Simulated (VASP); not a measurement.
# BeS (F-43m) in VASP: notebook

Runs on BeS. Level: LDA. Tasks: single point, relaxation of the atoms.

Program: VASP 6.6.1. These are calculated values, not measurements. Logs are shortened: lines on timing, memory, paths and dates and some standing lists are left out, and cuts for length are marked.

## 1. The cell of the first run

It takes space group F-43m (No. 216, cubic). Conventional cell: a = 4.748 Å, b = 4.748 Å, c = 4.748 Å, α = 90.00°, β = 90.00°, γ = 90.00°. Be (site symmetry -43m) has 4 S at 2.06 Å within 2.7 Å. Within 2.7 Å of S (site symmetry -43m) lie 4 Be at 2.06 Å.

## 2. Single point, LDA

Input file INCAR:

```
SYSTEM = BeS
PREC     = Accurate       ! precision mode
ENCUT    = 600            ! plane-wave cutoff, eV
EDIFF    = 1E-6           ! SCF threshold, eV
ISMEAR   = 0              ! smearing method
SIGMA    = 0.01           ! smearing width, eV
LREAL    = .False.        ! projectors in reciprocal space
LASPH    = .True.         ! aspherical terms in the spheres
NELM     = 120            ! most SCF steps
ALGO     = Normal         ! electronic algorithm
ISIF     = 2              ! what is computed and relaxed
LWAVE    = .False.        ! write WAVECAR
LCHARG   = .True.         ! write CHGCAR
GGA      = CA             ! functional
LELF     = .True.         ! ELF
LVHAR    = .True.       
NBANDS   = 11             ! bands
GGA_COMPAT= .False.
```

Input file KPOINTS:

```
regular mesh
0
Gamma
  8 8 8
  0 0 0
```

Input file POSCAR:

```
BeS
1.0
    0.0000000000      2.3740692694      2.3740692694
    2.3740692694      0.0000000000      2.3740692694
    2.3740692694      2.3740692694      0.0000000000
Be S
1 1
Direct
    0.0000000000      0.0000000000      0.0000000000
    0.2500000000      0.2500000000      0.2500000000
```

Potentials or basis: VASP PAW LDA potentials, release 64 (Be, S).

Command:

```bash
cat potpaw_LDA.64/Be/POTCAR potpaw_LDA.64/S/POTCAR > POTCAR
mpirun -np 1 vasp_std > vasp.out
```

OUTCAR:

```text
SYSTEM = BeS
   PREC = Accurate
   ENCUT = 600
   EDIFF = 1E-6
   ISMEAR = 0
   LREAL = .False.
   LASPH = .True.
   NELM = 120
   ISIF = 2
   GGA = CA

 ion  position               nearest neighbor table
   1  0.000  0.000  0.000-   2 2.06   2 2.06   2 2.06   2 2.06
   2  0.250  0.250  0.250-   1 2.06   1 2.06   1 2.06   1 2.06

  LATTYP: Found a face centered cubic cell.
 ALAT       =     4.7481385388

  Lattice vectors:

 A1 = (   0.0000000000,   2.3740692694,   2.3740692694)
 A2 = (   2.3740692694,   0.0000000000,   2.3740692694)
 A3 = (   2.3740692694,   2.3740692694,   0.0000000000)

Analysis of symmetry for initial positions (statically):
=====================================================================
 Subroutine PRICEL returns:
 Original cell was already a primitive cell.

 Routine SETGRP: Setting up the symmetry group for a
 face centered cubic supercell.

 Subroutine GETGRP returns: Found 24 space group operations
 (whereof 24 operations were pure point group operations)
 out of a pool of 48 trial point group operations.

The static configuration has the point symmetry T_d .

Analysis of symmetry for dynamics (positions and initial velocities):
=====================================================================
 Subroutine PRICEL returns:
 Original cell was already a primitive cell.

 Routine SETGRP: Setting up the symmetry group for a
 face centered cubic supercell.

 Subroutine GETGRP returns: Found 24 space group operations
 (whereof 24 operations were pure point group operations)
 out of a pool of 48 trial point group operations.

The dynamic configuration has the point symmetry T_d .

 Subroutine INISYM returns: Found 24 space group operations
 (whereof 24 operations are pure point group operations),
 and found     1 'primitive' translations

----------------------------------------------------------------------------------------

                                     Primitive cell

  volume of cell :      26.7615

  direct lattice vectors                    reciprocal lattice vectors
     0.000000000  2.374069269  2.374069269    -0.210608851  0.210608851  0.210608851
     2.374069269  0.000000000  2.374069269     0.210608851 -0.210608851  0.210608851
     2.374069269  2.374069269  0.000000000     0.210608851  0.210608851 -0.210608851

  length of vectors
     3.357440959  3.357440959  3.357440959     0.364785230  0.364785230  0.364785230

  position of ions in fractional coordinates (direct lattice)
     0.000000000  0.000000000  0.000000000
     0.250000000  0.250000000  0.250000000

  ion indices of the primitive-cell ions
   primitive index   ion index
                 1           1
                 2           2

----------------------------------------------------------------------------------------

 KPOINTS: regular mesh

Automatic generation of k-mesh.
 Grid dimensions read from file:
 generate k-points for:    8    8    8

 Generating k-lattice:

  Cartesian coordinates                     Fractional coordinates (reciprocal lattice)
    -0.026326106  0.026326106  0.026326106     0.125000000  0.000000000  0.000000000
     0.026326106 -0.026326106  0.026326106     0.000000000  0.125000000  0.000000000
     0.026326106  0.026326106 -0.026326106     0.000000000  0.000000000  0.125000000

  Length of vectors
     0.045598154  0.045598154  0.045598154

  Shift w.r.t. Gamma in fractional coordinates (k-lattice)
     0.000000000  0.000000000  0.000000000

 Subroutine IBZKPT returns following result:
 ===========================================

 Found     29 irreducible k-points:

 Following reciprocal coordinates:
            Coordinates               Weight
  0.000000  0.000000  0.000000      1.000000
  0.125000  0.000000  0.000000      8.000000
  0.250000  0.000000  0.000000      8.000000
  0.375000  0.000000  0.000000      8.000000
  0.500000  0.000000  0.000000      4.000000
  0.125000  0.125000  0.000000      6.000000
[... 16 lines left out ...]
  0.500000  0.250000  0.125000     48.000000
 -0.375000  0.250000  0.125000     24.000000
 [... further k-points ...]
   k-points           NKPTS =     29   k-points in BZ     NKDIM =     29   number of bands    NBANDS=     11
   number of dos      NEDOS =    301   number of ions     NIONS =      2
   total plane-waves  NPLWV =  21952
   dimension x,y,z NGX =    28 NGY =   28 NGZ =   28
   dimension x,y,z NGXF=    56 NGYF=   56 NGZF=   56
   ions per type =               1   1
   NGX,Y,Z   is equivalent  to a cutoff of  13.86, 13.86, 13.86 a.u.
   NGXF,Y,Z  is equivalent  to a cutoff of  27.73, 27.73, 27.73 a.u.
 SYSTEM =  BeS
   PREC   = accura    normal or accurate (medium, high low for compatibility)
   ISTART =      0    job   : 0-new  1-cont  2-samecut
   ICHARG =      2    charge: 1-file 2-atom 10-const
   ISPIN  =      1    spin polarized calculation?
   LNONCOLLINEAR =      F non collinear calculations
   LSORBIT =      F    spin-orbit coupling
   LASPH  =      T    aspherical Exc in radial PAW
   ENCUT  =  600.0 eV  44.10 Ry    6.64 a.u.   6.71  6.71  6.71*2*pi/ulx,y,z
   NELM   =    120;   NELMIN=  2; NELMDL= -5     # of ELM steps
   EDIFF  = 0.1E-05   stopping-criterion for ELM
   LREAL  =      F    real-space projection
   EDIFFG = 0.1E-04   stopping-criterion for IOM
   NSW    =      0    number of steps for IOM
   IBRION =     -1    ionic relax: 0-MD 1-quasi-New 2-CG
   NFREE  =      0    steps in history (QN), initial steepest desc. (CG)
   ISIF   =      2    stress and relaxation
   ISYM   =      2    0-nonsym 1-usesym 2-fastsym
   POTIM  = 0.5000    time-step for ionic-motion
   TEBEG  =    0.0;   TEEND  =   0.0 temperature during run
   PSTRESS=    0.0 pullay stress
   NELECT =       8.0000    total number of electrons
   NUPDOWN=      -1.0000    fix difference up-down
   EMIN   =  10.00;   EMAX   =-10.00  energy-range for DOS
   EFERMI =   0.00;   METHOD = LEGACY
   ISMEAR =     0;   SIGMA  =   0.01  broadening in eV -4-tet -1-fermi 0-gaus
   EFERMI_NEDOS =   21; number of points for ismear=-14 and -15
   IALGO  =     38    algorithm
   IMIX   =      4    mixing-type and parameters
     AMIX     =   0.40;   BMIX     =  1.00
     AMIX_MAG =   1.60;   BMIX_MAG =  1.00
  volume/ion in A,a.u.               =      13.38        90.30
  Fermi-wavevector in a.u.,A,eV,Ry     =   1.094632  2.068554 16.302760  1.198219
  Thomas-Fermi vector in A             =   2.230940
   LORBIT       =      0    0 simple, 1 ext, 2 COOP (PROOUT), +10 PAW based schemes
   GGA     = CA    functional components
   LHFCALC =     F    Hartree Fock is set to
   AEXX    =    0.0000 exact exchange contribution
   IVDW    =     0    specifies the selected vdW correction
   LEPSILON=     F    determine dielectric tensor
   LRPA    =     F    only Hartree local field effects (RPA)
 non-spin polarized calculation
 Gauss-broadening in eV      SIGMA  =   0.01
  energy-cutoff  :      600.00
  volume of cell :       26.76
 maximum number of plane-waves:       911
   NGX = 13   NGY = 13   NGZ = 13

 number of electron       8.0000001 magnetization

 Free energy of the ion-electron system (eV)
  ---------------------------------------------------
  ext. energy  EPLUGINS =         0.00000000
  ---------------------------------------------------
  free energy    TOTEN  =       -11.13400115 eV

  energy without entropy =      -11.13400115  energy(sigma->0) =      -11.13400115

 E-fermi :   4.8270     XC(G=0): -10.2448

 val. band max:        4.7109356305   @ k =   0.0000   0.0000   0.0000
 cond. band min:       7.4711453913   @ k =   0.5000   0.5000   0.0000
 fundamental gap:      2.7602097607
 Fermi energy:         4.8270198011

 k-point     1 :       0.0000    0.0000    0.0000
  band No.  band energies     occupation
      1      -9.3881      2.00000
      2       4.7109      2.00000
      3       4.7109      2.00000
      4       4.7109      2.00000
      5      10.2206      0.00000
      6      10.2206      0.00000
      7      10.2206      0.00000
      8      10.9372      0.00000
      9      17.6509      0.00000
     10      17.6509      0.00000
     11      19.8200      0.00000

 k-point     2 :       0.1250    0.0000    0.0000
  band No.  band energies     occupation
      1      -9.1942      2.00000
      2       3.4144      2.00000
      3       4.4858      2.00000
      4       4.4858      2.00000
      5      10.2848      0.00000
      6      10.6105      0.00000
      7      10.6105      0.00000
      8      12.1893      0.00000
      9      16.8806      0.00000
     10      16.8806      0.00000
     11      19.4588      0.00000

 k-point     3 :       0.2500    0.0000    0.0000
  band No.  band energies     occupation
      1      -8.6548      2.00000
      2       1.1538      2.00000
      3       4.0463      2.00000
      4       4.0463      2.00000
      5      10.3127      0.00000
      6      11.1849      0.00000
      7      11.1849      0.00000
      8      14.2939      0.00000
      9      16.6224      0.00000
     10      16.6224      0.00000
     11      19.0123      0.00000

 k-point     4 :       0.3750    0.0000    0.0000
  band No.  band energies     occupation
      1      -7.9533      2.00000
      2      -0.7561      2.00000
      3       3.6988      2.00000
      4       3.6988      2.00000
      5      10.3126      0.00000
      6      11.2220      0.00000
      7      11.2220      0.00000
      8      15.6048      0.00000
      9      18.0829      0.00000
     10      18.0829      0.00000
     11      19.4105      0.00000
[... 239 lines left out ...]
 k-point    22 :       0.3750    0.2500    0.1250
  band No.  band energies     occupation
      1      -8.2107      2.00000
      2       0.9316      2.00000
      3       2.3444      2.00000
      4       3.4743      2.00000
      5      10.0995      0.00000
      6      11.9365      0.00000
      7      12.3202      0.00000
      8      13.3491      0.00000
      9      16.5576      0.00000
     10      19.3858      0.00000
     11      20.9254      0.00000

 k-point    23 :       0.5000    0.2500    0.1250
  band No.  band energies     occupation
      1      -7.5873      2.00000
      2      -0.3570      2.00000
      3       1.7916      2.00000
      4       2.9468      2.00000
      5      10.5715      0.00000
      6      11.4871      0.00000
      7      13.3428      0.00000
      8      14.0755      0.00000
      9      17.5698      0.00000
     10      19.3461      0.00000
     11      21.5915      0.00000

 k-point    24 :      -0.3750    0.2500    0.1250
  band No.  band energies     occupation
      1      -7.2647      2.00000
      2      -0.9841      2.00000
      3       1.7057      2.00000
      4       2.6707      2.00000
      5      10.6081      0.00000
      6      11.3357      0.00000
      7      14.0385      0.00000
      8      15.3806      0.00000
      9      16.2454      0.00000
     10      20.3267      0.00000
     11      21.0117      0.00000

 [... further k-points ...]
[... 5 lines left out ...]
  --------------------------------------------------------------------------------------
  -------------------------------------------------------------------------------------
  Total        0.5590212      0.5590212      0.5590212      0.0000000      0.0000000      0.0000000
  in kB       33.4679210     33.4679210     33.4679210      0.0000000      0.0000000      0.0000000
  external PRESSURE =      33.4679210 kB  Pullay stress =       0.0000000 kB

 VOLUME and BASIS-vectors are now :
 -----------------------------------------------------------------------------
  energy-cutoff  :      600.00
  volume of cell :       26.76
      direct lattice vectors                 reciprocal lattice vectors
     0.000000000  2.374069269  2.374069269    -0.210608851  0.210608851  0.210608851
     2.374069269  0.000000000  2.374069269     0.210608851 -0.210608851  0.210608851
     2.374069269  2.374069269  0.000000000     0.210608851  0.210608851 -0.210608851

 POSITION                                       TOTAL-FORCE (eV/Angst)
 -----------------------------------------------------------------------------------
      0.00000      0.00000      0.00000         0.000000      0.000000      0.000000
      1.18703      1.18703      1.18703        -0.000000     -0.000000     -0.000000
 -----------------------------------------------------------------------------------
    total drift:                               -0.000000     -0.000000     -0.000000

  FREE ENERGIE OF THE ION-ELECTRON SYSTEM (eV)
  ---------------------------------------------------
  free  energy   TOTEN  =       -11.1340011515 eV

  energy  without entropy=      -11.1340011515  energy(sigma->0) =      -11.13400115
```

It took 16 s on 1 thread of AMD EPYC 7R43 (Zen 3), shared host; peak memory 0.09 GiB.

What came out:

```yaml
Free_energy: -11.1340 eV
Pressure: 3.3 GPa
Band_gap_on_the_k_mesh: 2.76 eV (least direct gap 5.51 eV)
```

Caveat: the cell stands under pressure.

## 3. Relaxation of the atoms, LDA (strained cell)

Input file INCAR:

```
SYSTEM = BeS
PREC = Accurate ; ENCUT = 520
EDIFF = 1E-7 ; ISMEAR = 0
SIGMA = 0.02 ; LREAL = .FALSE.
LASPH = .TRUE. ; NELM = 120
ALGO = Normal ; ISIF = 2
LWAVE = .FALSE. ; LCHARG = .FALSE.
IBRION = 2 ; NSW = 60
EDIFFG = -0.002 ; GGA_COMPAT = .FALSE.
NELMIN = 4
```

Input file KPOINTS:

```
regular mesh
0
G
  8 8 8
  0 0 0
```

POSCAR is that of step 2.

Potentials or basis: VASP PAW LDA potentials, release 64 (Be, S).

Command:

```bash
cat potpaw_LDA.64/Be/POTCAR potpaw_LDA.64/S/POTCAR > POTCAR
mpirun -np 1 vasp_std > vasp.out
```

Run time: 13 s. Hardware: 1 thread of AMD EPYC 7R43 (Zen 3), shared host; peak memory 0.09 GiB.

The run converged. Its results:

| Item | Value |
| --- | --- |
| Free energy | -11.1337 eV |
| Pressure after relaxing | 3.3 GPa |
| Band gap on the k mesh | 2.76 eV (least direct gap 5.51 eV) |

Final structure:
```cif
data_structure
_symmetry_space_group_name_H-M 'P 1'
_symmetry_Int_Tables_number 1
_cell_length_a 3.3574
_cell_length_b 3.3574
_cell_length_c 3.3574
_cell_angle_alpha 60.000
_cell_angle_beta 60.000
_cell_angle_gamma 60.000
_cell_volume 26.76
loop_
_atom_site_label
_atom_site_type_symbol
_atom_site_fract_x
_atom_site_fract_y
_atom_site_fract_z
_atom_site_occupancy
Be1 Be 0.00000 0.00000 0.00000 1
S1 S 0.25000 0.25000 0.25000 1
```

Levels at points of the mesh, in eV from the valence-band top:
| k point | band 1 | band 2 | band 3 | band 4 | band 5 | band 6 | band 7 | band 8 |
| --- | --- | --- | --- | --- | --- | --- | --- | --- |
| (0.00, 0.00, 0.00) | -14.10 | 0.00 | 0.00 | 0.00 | 5.51 | 5.51 | 5.51 | 6.23 |
| (0.50, 0.00, 0.00) | -12.29 | -6.27 | -1.14 | -1.14 | 5.60 | 6.42 | 6.42 | 11.21 |
| (0.50, 0.50, 0.00) | -11.68 | -5.37 | -2.90 | -2.90 | 2.76 | 4.74 | 13.13 | 13.13 |

Caveat: the cell differs from its parent crystal (strained cell); the relaxation stopped at its first step, so nothing moved. A k mesh can miss the band edges.
